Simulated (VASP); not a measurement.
# BaTiO3 in VASP: further runs, part 2 of 2

VASP 6.6.1.

## Step 4: Electric field gradients, PBE (zz strain of -2 %)

File INCAR:

```
ALGO = Normal
EDIFF = 1E-8
ENCUT = 520
GGA = PE
ISIF = 2
ISMEAR = -1
LASPH = True
LCHARG = False
LEFG = True
LREAL = False
LWAVE = False
NBANDS = 28
NELM = 60
PREC = Accurate
SIGMA = 0.05
```

File KPOINTS:

```
k-points
0
Gamma
  8 8 8
```

File POSCAR:

```
BaTiO3
1.0
    4.0073000000      0.0000000000      0.0000000000
    0.0000000000      4.0073000000      0.0000000000
    0.0000000000      0.0000000000      3.9271540000
Ba Ti O
1 1 3
Direct
    0.5000000000      0.5000000000      0.5000000000
    0.0000000000      0.0000000000      0.0000000000
    0.5000000000      0.0000000000      0.0000000000
    0.0000000000      0.5000000000      0.0000000000
    0.0000000000      0.0000000000      0.5000000000
```

Potentials or basis: VASP PAW PBE potentials, release 64 (Ba_sv, Ti_sv, O).

On the command line:

```
$ cat potpaw_PBE.64/Ba_sv/POTCAR potpaw_PBE.64/Ti_sv/POTCAR potpaw_PBE.64/O/POTCAR > POTCAR
$ mpirun -np 1 vasp_std > vasp.out
```

OUTCAR:

```text
EDIFF = 1E-8
   ENCUT = 520
   GGA = PE
   ISIF = 2
   ISMEAR = -1
   LASPH = True
   LREAL = False
   NELM = 60
   PREC = Accurate

 ion  position               nearest neighbor table
   1  0.500  0.500  0.500-   3 2.81   4 2.81   3 2.81   4 2.81   3 2.81   3 2.81   4 2.81   4 2.81
                             5 2.83   5 2.83   5 2.83   5 2.83   2 3.45   2 3.45   2 3.45   2 3.45
   2  0.000  0.000  0.000-   5 1.96   5 1.96   3 2.00   4 2.00   4 2.00   3 2.00   1 3.45   1 3.45
                             1 3.45   1 3.45   1 3.45   1 3.45   1 3.45   1 3.45
   3  0.500  0.000  0.000-   2 2.00   2 2.00   1 2.81   1 2.81   1 2.81   1 2.81
   4  0.000  0.500  0.000-   2 2.00   2 2.00   1 2.81   1 2.81   1 2.81   1 2.81
   5  0.000  0.000  0.500-   2 1.96   2 1.96   1 2.83   1 2.83   1 2.83   1 2.83

  LATTYP: Found a simple tetragonal cell.
 ALAT       =     4.0073000000
 C/A-ratio  =     0.9800000000

  Lattice vectors:

 A1 = (   4.0073000000,   0.0000000000,   0.0000000000)
 A2 = (   0.0000000000,   4.0073000000,   0.0000000000)
 A3 = (   0.0000000000,   0.0000000000,   3.9271540000)

Analysis of symmetry for initial positions (statically):
=====================================================================
 Subroutine PRICEL returns:
 Original cell was already a primitive cell.

 Routine SETGRP: Setting up the symmetry group for a
 simple tetragonal supercell.

 Subroutine GETGRP returns: Found 16 space group operations
 (whereof 16 operations were pure point group operations)
 out of a pool of 16 trial point group operations.

The static configuration has the point symmetry D_4h.

[... 924 lines left out ...]
  -------------------------------------------------------------------------------------
  Total        2.2063578      2.2063578      3.9409024      0.0000000      0.0000000      0.0000000
  in kB       56.0537771     56.0537771    100.1208706      0.0000000      0.0000000      0.0000000
  external PRESSURE =      70.7428082 kB  Pullay stress =       0.0000000 kB

 VOLUME and BASIS-vectors are now :
 -----------------------------------------------------------------------------
  energy-cutoff  :      520.00
  volume of cell :       63.06
      direct lattice vectors                 reciprocal lattice vectors
     4.007300000  0.000000000  0.000000000     0.249544581  0.000000000  0.000000000
     0.000000000  4.007300000  0.000000000     0.000000000  0.249544581  0.000000000
     0.000000000  0.000000000  3.927154000     0.000000000  0.000000000  0.254637328

 POSITION                                       TOTAL-FORCE (eV/Angst)
 -----------------------------------------------------------------------------------
      2.00365      2.00365      1.96358         0.000000      0.000000      0.000000
      0.00000      0.00000      0.00000         0.000000      0.000000      0.000000
      2.00365      0.00000      0.00000         0.000000      0.000000      0.000000
      0.00000      2.00365      0.00000         0.000000      0.000000      0.000000
      0.00000      0.00000      1.96358         0.000000      0.000000      0.000000
 -----------------------------------------------------------------------------------
    total drift:                                0.000000     -0.000000      0.000000

  FREE ENERGIE OF THE ION-ELECTRON SYSTEM (eV)
  ---------------------------------------------------
  free  energy   TOTEN  =       -39.9184102700 eV

  energy  without entropy=      -39.9184102682  energy(sigma->0) =      -39.91841027

 Electric field gradients (V/A^2)
---------------------------------------------------------------------
 ion       V_xx      V_yy      V_zz      V_xy      V_xz      V_yz
---------------------------------------------------------------------
   1       1.196     1.196    -2.392     0.000    -0.000     0.000
   2       9.204     9.204   -18.407     0.000    -0.000     0.000
   3      26.545    -9.968   -16.577    -0.000    -0.000     0.000
   4      -9.968    26.545   -16.577     0.000     0.000    -0.000
   5      -8.477    -8.477    16.954     0.000    -0.000     0.000
---------------------------------------------------------------------

 Electric field gradients after diagonalization (V/A^2)
 (convention: |V_zz| > |V_xx| > |V_yy|)
----------------------------------------------------------------------
 ion       V_xx      V_yy      V_zz     asymmetry (V_yy - V_xx)/ V_zz
----------------------------------------------------------------------
   1       1.196     1.196    -2.392       0.000
   2       9.204     9.204   -18.407       0.000
   3     -16.577    -9.968    26.545       0.249
   4     -16.577    -9.968    26.545       0.249
   5      -8.477    -8.477    16.954       0.000
----------------------------------------------------------------------

           NMR quadrupolar parameters

 Cq : quadrupolar parameter    Cq=e*Q*V_zz/h
 eta: asymmetry parameters     (V_yy - V_xx)/ V_zz
 Q  : nuclear electric quadrupole moment in mb (millibarn)
----------------------------------------------------------------------
 ion       Cq(MHz)       eta       Q (mb)
----------------------------------------------------------------------
   1      -0.006       0.000       1.000
   2      -0.045       0.000       1.000
   3       0.064       0.249       1.000
   4       0.064       0.249       1.000
   5       0.041       0.000       1.000
----------------------------------------------------------------------
```

It took 1.8 min on 1 thread of Intel Xeon Platinum 8375C at 2.90GHz (Ice Lake), shared host; peak memory 0.26 GiB.

What came out:

```
Free energy            : -39.9184 eV
Pressure               : 7.1 GPa
Band gap on the k mesh : 1.74 eV, indirect (least direct gap 1.87 eV)
```

Stress tensor (GPa, compression positive):
```
 5.61  0.00  0.00
 0.00  5.61  0.00
 0.00  0.00 10.01
```

Electric field gradients, principal values (V/Å²):
```tsv
atom	least	middle	greatest (by size)
1 Ba	1.196	1.196	-2.392
2 Ti	9.204	9.204	-18.407
3 O	-9.968	-16.577	26.545
4 O	-9.968	-16.577	26.545
5 O	-8.477	-8.477	16.954
```

Caveat: the cell differs from its parent crystal (zz strain of -2 %); without QUAD_EFG the Cq values of the log hold for a quadrupole moment of 1 mb, not for the nuclei; spin-orbit coupling is left out, which moves the levels of the heavy elements. A k mesh can miss the band edges.

## Step 5: Electric field gradients, PBE (zz strain of +1 %)

File INCAR:

```
SYSTEM = BaTiO3
  PREC = Accurate
  ENCUT = 520
  EDIFF = 1E-8
  ISMEAR = -1
  SIGMA = 0.05
  LREAL = .False.
  LASPH = .True.
  NELM = 100
  ALGO = Normal
  ISIF = 2
  LWAVE = .False.
  LCHARG = .False.
  GGA = PE
  LEFG = .True.
  NBANDS = 28
```

File KPOINTS:

```
Automatic mesh
0
Gamma
  8 8 8
  0 0 0
```

POSCAR: that of step 4 with these lines changed.

```diff
@@ -4,3 +4,3 @@
     0.0000000000      4.0073000000      0.0000000000
-    0.0000000000      0.0000000000      3.9271540000
+    0.0000000000      0.0000000000      4.0473730000
 Ba Ti O
```

Potentials or basis: VASP PAW PBE potentials, release 64 (Ba_sv, Ti_sv, O).

On the command line:

```
$ cat potpaw_PBE.64/Ba_sv/POTCAR potpaw_PBE.64/Ti_sv/POTCAR potpaw_PBE.64/O/POTCAR > POTCAR
$ mpirun -np 1 vasp_std > vasp.out
```

OUTCAR:

```text
SYSTEM = BaTiO3
   PREC = Accurate
   ENCUT = 520
   EDIFF = 1E-8
   ISMEAR = -1
   LREAL = .False.
   LASPH = .True.
   NELM = 100
   ISIF = 2
   GGA = PE

 ion  position               nearest neighbor table
   1  0.500  0.500  0.500-   5 2.83   5 2.83   5 2.83   5 2.83   4 2.85   3 2.85   4 2.85   3 2.85
                             4 2.85   3 2.85   4 2.85   3 2.85   2 3.48   2 3.48   2 3.48   2 3.48
   2  0.000  0.000  0.000-   3 2.00   4 2.00   4 2.00   3 2.00   5 2.02   5 2.02   1 3.48   1 3.48
                             1 3.48   1 3.48   1 3.48   1 3.48   1 3.48   1 3.48
   3  0.500  0.000  0.000-   2 2.00   2 2.00   1 2.85   1 2.85   1 2.85   1 2.85
   4  0.000  0.500  0.000-   2 2.00   2 2.00   1 2.85   1 2.85   1 2.85   1 2.85
   5  0.000  0.000  0.500-   2 2.02   2 2.02   1 2.83   1 2.83   1 2.83   1 2.83

  LATTYP: Found a simple tetragonal cell.
 ALAT       =     4.0073000000
 C/A-ratio  =     1.0100000000

  Lattice vectors:

 A1 = (   4.0073000000,   0.0000000000,   0.0000000000)
 A2 = (   0.0000000000,   4.0073000000,   0.0000000000)
 A3 = (   0.0000000000,   0.0000000000,   4.0473730000)

Analysis of symmetry for initial positions (statically):
=====================================================================
[... 957 lines left out ...]
 -----------------------------------------------------------------------------------
    total drift:                                0.000000     -0.000000      0.000000

  FREE ENERGIE OF THE ION-ELECTRON SYSTEM (eV)
  ---------------------------------------------------
  free  energy   TOTEN  =       -39.9800172118 eV

  energy  without entropy=      -39.9800172086  energy(sigma->0) =      -39.98001721

 Electric field gradients (V/A^2)
---------------------------------------------------------------------
 ion       V_xx      V_yy      V_zz      V_xy      V_xz      V_yz
---------------------------------------------------------------------
   1      -0.884    -0.884     1.767    -0.000     0.000    -0.000
   2      -4.214    -4.214     8.428     0.000     0.000     0.000
   3      24.507   -13.919   -10.589     0.000     0.000    -0.000
   4     -13.919    24.507   -10.589     0.000     0.000     0.000
   5     -14.543   -14.543    29.086     0.000     0.000    -0.000
---------------------------------------------------------------------

 Electric field gradients after diagonalization (V/A^2)
 (convention: |V_zz| > |V_xx| > |V_yy|)
----------------------------------------------------------------------
 ion       V_xx      V_yy      V_zz     asymmetry (V_yy - V_xx)/ V_zz
----------------------------------------------------------------------
   1      -0.884    -0.884     1.767       0.000
   2      -4.214    -4.214     8.428       0.000
   3     -13.919   -10.589    24.507       0.136
   4     -13.919   -10.589    24.507       0.136
   5     -14.543   -14.543    29.086       0.000
----------------------------------------------------------------------

           NMR quadrupolar parameters

 Cq : quadrupolar parameter    Cq=e*Q*V_zz/h
 eta: asymmetry parameters     (V_yy - V_xx)/ V_zz
 Q  : nuclear electric quadrupole moment in mb (millibarn)
----------------------------------------------------------------------
 ion       Cq(MHz)       eta       Q (mb)
----------------------------------------------------------------------
   1       0.004       0.000       1.000
   2       0.020       0.000       1.000
   3       0.059       0.136       1.000
   4       0.059       0.136       1.000
   5       0.070       0.000       1.000
----------------------------------------------------------------------
```

stdout:

```text
POSCAR found type information on POSCAR BaTiO
 POSCAR found :  3 types and       5 ions
 scaLAPACK will be used
 LDA part: xc-table for (Slater+PW92), standard interpolation
 POSCAR, INCAR and KPOINTS ok, starting setup
 FFT: planning ... GRIDC
 FFT: planning ... GRID_SOFT
 FFT: planning ... GRID
 WAVECAR not read
 entering main loop
ion   1

ion   2

ion   3

ion   4

ion   5
```

Wall time 1.9 min (1 thread of Intel Xeon Platinum 8375C at 2.90GHz (Ice Lake), shared host); peak memory 0.27 GiB.

Results:

| Property | Result |
| --- | --- |
| Free energy | -39.9800 eV |
| Pressure | 1.6 GPa |
| Band gap on the k mesh | 1.70 eV, indirect (least direct gap 1.87 eV) |

Electric field gradients, principal values (V/Å²):
```csv
atom,least,middle,greatest (by size)
1 Ba,-0.884,-0.884,1.767
2 Ti,-4.214,-4.214,8.428
3 O,-10.589,-13.919,24.507
4 O,-10.589,-13.919,24.507
5 O,-14.543,-14.543,29.086
```

Caveat: the cell differs from its parent crystal (zz strain of +1 %); without QUAD_EFG the Cq values of the log hold for a quadrupole moment of 1 mb, not for the nuclei; spin-orbit coupling is left out, which moves the levels of the heavy elements. A k mesh can miss the band edges.

## Step 6: The runs side by side

| cell | gap on the mesh (eV) | pressure (GPa) |
| --- | --- | --- |
| a = 4.086 Å, 5 atoms | 1.62 | -5.8 |
| a = 4.007, b = 4.007, c = 3.927 Å, 5 atoms | 1.74 | 7.1 |
| a = 4.007, b = 4.007, c = 4.047 Å, 5 atoms | 1.70 | 1.6 |

Alike in all rows: task electric field gradients; level PBE; potentials or basis VASP PAW PBE potentials, release 64 (Ba_sv, Ti_sv, O); no spin polarisation; k mesh 8 × 8 × 8; cutoff (eV) 520; smearing fermi-dirac 0.05 eV.

Caveats: spin-orbit coupling is left out, which moves the levels of the heavy elements.

Absolute energies hang on the potentials; compare differences alone.
